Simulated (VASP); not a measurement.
# SrMg (P4/mmm) in VASP: notebook, part 2 of 2

VASP 6.6.1. The steps go on from the part before.

## Step 5: Single point, LDA (strain +0.000 along x and y, -0.015 along z)

The input, INCAR:

```
  ALGO = Fast
  EDIFF = 1E-6
  ENCUT = 520
  GGA = CA
  ISIF = 2
  ISMEAR = 0
  LASPH = True
  LCHARG = False
  LREAL = False
  LWAVE = False
  NBANDS = 13
  NELM = 100
  PREC = Accurate
  SIGMA = 0.15
```

The input, KPOINTS:

```
k-points
0
Gamma
  12 12 12
```

The input, POSCAR:

```
SrMg
1.0
    3.9000000000      0.0000000000      0.0000000000
    0.0000000000      3.9000000000      0.0000000000
    0.0000000000      0.0000000000      3.8415000000
Sr Mg
1 1
Direct
    0.5000000000      0.5000000000      0.5000000000
    0.0000000000      0.0000000000      0.0000000000
```

Potentials or basis: VASP PAW LDA potentials, release 64 (Sr_sv, Mg).

Launch:

```console
cat potpaw_LDA.64/Sr_sv/POTCAR potpaw_LDA.64/Mg/POTCAR > POTCAR
mpirun -np 1 vasp_std > vasp.out
```

OUTCAR:

```text
EDIFF = 1E-6
   ENCUT = 520
   GGA = CA
   ISIF = 2
   ISMEAR = 0
   LASPH = True
   LREAL = False
   NELM = 100
   PREC = Accurate

 ion  position               nearest neighbor table
   1  0.500  0.500  0.500-   2 3.36   2 3.36   2 3.36   2 3.36   2 3.36   2 3.36   2 3.36   2 3.36

   2  0.000  0.000  0.000-   1 3.36   1 3.36   1 3.36   1 3.36   1 3.36   1 3.36   1 3.36   1 3.36

  LATTYP: Found a simple tetragonal cell.
 ALAT       =     3.9000000000
 C/A-ratio  =     0.9850000000

  Lattice vectors:

 A1 = (   3.9000000000,   0.0000000000,   0.0000000000)
 A2 = (   0.0000000000,   3.9000000000,   0.0000000000)
 A3 = (   0.0000000000,   0.0000000000,   3.8415000000)

Analysis of symmetry for initial positions (statically):
=====================================================================
 Subroutine PRICEL returns:
 Original cell was already a primitive cell.

 Routine SETGRP: Setting up the symmetry group for a
 simple tetragonal supercell.

 Subroutine GETGRP returns: Found 16 space group operations
 (whereof 16 operations were pure point group operations)
 out of a pool of 16 trial point group operations.

The static configuration has the point symmetry D_4h.

[... 176 lines left out ...]
      6       3.2496      0.00000
      7       3.2887      0.00000
      8       7.1126      0.00000
      9       7.1126      0.00000
     10       7.3806      0.00000
     11       7.7220      0.00000
     12       7.8386      0.00000
     13       7.8386      0.00000
[... 354 lines left out ...]
  band No.  band energies     occupation
      1     -32.6568      2.00000
      2     -14.9940      2.00000
      3     -14.9329      2.00000
      4     -14.6796      2.00000
      5      -0.0056      2.00000
      6       1.7751      2.00000
      7       3.1006      0.00006
      8       4.3208      0.00000
      9       5.8192      0.00000
     10       6.3698      0.00000
     11       8.6962      0.00000
     12       8.9808      0.00000
     13      10.4911      0.00000

 [... further k-points ...]

------------------------ aborting loop because EDIFF is reached ----------------------------------------

  FORCE on cell =-STRESS in cart. coord.  units (eV):
  Direction    XX          YY          ZZ          XY          YZ          ZX
  --------------------------------------------------------------------------------------
  -------------------------------------------------------------------------------------
  Total        1.3760963      1.3760963      1.4341798      0.0000000      0.0000000      0.0000000
  in kB       37.7336966     37.7336966     39.3263945      0.0000000      0.0000000      0.0000000
  external PRESSURE =      38.2645959 kB  Pullay stress =       0.0000000 kB

 VOLUME and BASIS-vectors are now :
 -----------------------------------------------------------------------------
  energy-cutoff  :      520.00
  volume of cell :       58.43
      direct lattice vectors                 reciprocal lattice vectors
     3.900000000  0.000000000  0.000000000     0.256410256  0.000000000  0.000000000
     0.000000000  3.900000000  0.000000000     0.000000000  0.256410256  0.000000000
     0.000000000  0.000000000  3.841500000     0.000000000  0.000000000  0.260314981

 POSITION                                       TOTAL-FORCE (eV/Angst)
 -----------------------------------------------------------------------------------
      1.95000      1.95000      1.92075         0.000000      0.000000      0.000000
      0.00000      0.00000      0.00000         0.000000      0.000000      0.000000
 -----------------------------------------------------------------------------------
    total drift:                                0.000000      0.000000      0.000000

  FREE ENERGIE OF THE ION-ELECTRON SYSTEM (eV)
  ---------------------------------------------------
  free  energy   TOTEN  =        -3.8276943468 eV

  energy  without entropy=       -3.8116561558  energy(sigma->0) =       -3.81967525
```

It took 55 s on 1 thread of AMD EPYC 9R45 (Zen 5), shared host; peak memory 0.26 GiB.

What came out:

| Property | Result |
| --- | --- |
| Free energy | -3.8277 eV |
| Pressure | 3.8 GPa |
| Band gap on the k mesh | zero (bands 6 and 7 overlap by 1.42 eV) |

Stress tensor (GPa, compression positive):
```
3.77 0.00 0.00
0.00 3.77 0.00
0.00 0.00 3.93
```

Levels at points of the mesh, in eV from the Fermi level:
| k point | band 3 | band 4 | band 5 | band 6 | band 7 | band 8 | band 9 | band 10 |
| --- | --- | --- | --- | --- | --- | --- | --- | --- |
| (0.00, 0.00, 0.00) | -17.41 | -17.40 | -5.28 | 0.58 | 0.62 | 4.44 | 4.44 | 4.71 |
| (0.50, 0.00, 0.00) | -17.38 | -17.37 | -2.63 | -2.48 | 1.60 | 2.30 | 2.51 | 5.41 |
| (0.50, 0.50, 0.00) | -17.67 | -17.34 | -2.48 | 0.23 | 0.23 | 0.34 | 3.38 | 3.38 |
| (0.00, 0.00, 0.50) | -17.38 | -17.38 | -2.54 | -2.44 | 1.65 | 2.31 | 2.31 | 5.38 |
| (0.50, 0.00, 0.50) | -17.67 | -17.35 | -2.42 | 0.25 | 0.31 | 0.39 | 3.19 | 3.25 |
| (0.50, 0.50, 0.50) | -17.62 | -17.62 | -0.85 | -0.85 | -0.83 | 1.19 | 3.96 | 3.96 |

Caveat: the cell differs from its parent crystal (strain +0.000 along x and y, -0.015 along z); the cell stands under pressure.

## Step 6: Single point, LDA (strain -0.015 along x and y, +0.015 along z)

The input, INCAR:

```
PREC = Accurate
ENCUT = 520
EDIFF = 1E-6
ISMEAR = 0
SIGMA = 0.15
LREAL = F
LASPH = T
NELM = 100
ALGO = Fast
ISIF = 2
LWAVE = F
LCHARG = T
GGA = CA
LELF = T
LVHAR = T
NBANDS = 13
```

The input, KPOINTS:

```
Automatic mesh
0
Gamma
  12 12 12
```

The input, POSCAR:

```
SrMg
1.0
    3.8415000000      0.0000000000      0.0000000000
    0.0000000000      3.8415000000      0.0000000000
    0.0000000000      0.0000000000      3.9585000000
Sr Mg
1 1
Direct
    0.5000000000      0.5000000000      0.5000000000
    0.0000000000      0.0000000000      0.0000000000
```

Potentials or basis: VASP PAW LDA potentials, release 64 (Sr_sv, Mg).

Launch:

```console
cat potpaw_LDA.64/Sr_sv/POTCAR potpaw_LDA.64/Mg/POTCAR > POTCAR
mpirun -np 1 vasp_std > vasp.out
```

Wall time 57 s (1 thread of AMD EPYC 9R45 (Zen 5), shared host); peak memory 0.25 GiB.

Results (log left out):

* Free energy: -3.8266 eV
* Pressure: 3.8 GPa
* Band gap on the k mesh: zero (bands 6 and 7 overlap by 1.44 eV)

Stress tensor (GPa, compression positive):
```
3.94 0.00 0.00
0.00 3.94 0.00
0.00 0.00 3.64
```

Levels at points of the mesh, in eV from the Fermi level:
| k point | band 3 | band 4 | band 5 | band 6 | band 7 | band 8 | band 9 | band 10 |
| --- | --- | --- | --- | --- | --- | --- | --- | --- |
| (0.00, 0.00, 0.00) | -17.40 | -17.40 | -5.28 | 0.55 | 0.64 | 4.18 | 4.71 | 4.71 |
| (0.50, 0.00, 0.00) | -17.40 | -17.37 | -2.54 | -2.44 | 1.64 | 2.11 | 2.51 | 5.37 |
| (0.50, 0.50, 0.00) | -17.69 | -17.36 | -2.37 | 0.33 | 0.33 | 0.44 | 3.08 | 3.08 |
| (0.00, 0.00, 0.50) | -17.38 | -17.38 | -2.72 | -2.53 | 1.56 | 2.50 | 2.50 | 5.45 |
| (0.50, 0.00, 0.50) | -17.65 | -17.34 | -2.48 | 0.18 | 0.28 | 0.34 | 3.32 | 3.43 |
| (0.50, 0.50, 0.50) | -17.66 | -17.60 | -0.88 | -0.83 | -0.83 | 1.19 | 3.90 | 4.03 |

Caveat: the cell differs from its parent crystal (strain -0.015 along x and y, +0.015 along z); the cell stands under pressure.

## Step 7: The runs side by side

```csv
cell,gap on the mesh (eV),pressure (GPa)
"a = 3.783, b = 3.783, c = 4.017 Å, 2 atoms",none,4.4
"a = 3.900, b = 3.900, c = 3.783 Å, 2 atoms",none,4.4
"a = 3.841, b = 3.841, c = 3.900 Å, 2 atoms",none,4.4
"a = 3.900, b = 3.900, c = 3.841 Å, 2 atoms",none,3.8
"a = 3.841, b = 3.841, c = 3.958 Å, 2 atoms",none,3.8
```

Alike in all rows: task single point; level LDA; potentials or basis VASP PAW LDA potentials, release 64 (Sr_sv, Mg); no spin polarisation; k mesh 12 × 12 × 12; cutoff (eV) 520; smearing gaussian 0.15 eV.

Caveats: the cell stands under pressure.

Absolute energies hang on the potentials; compare differences alone.
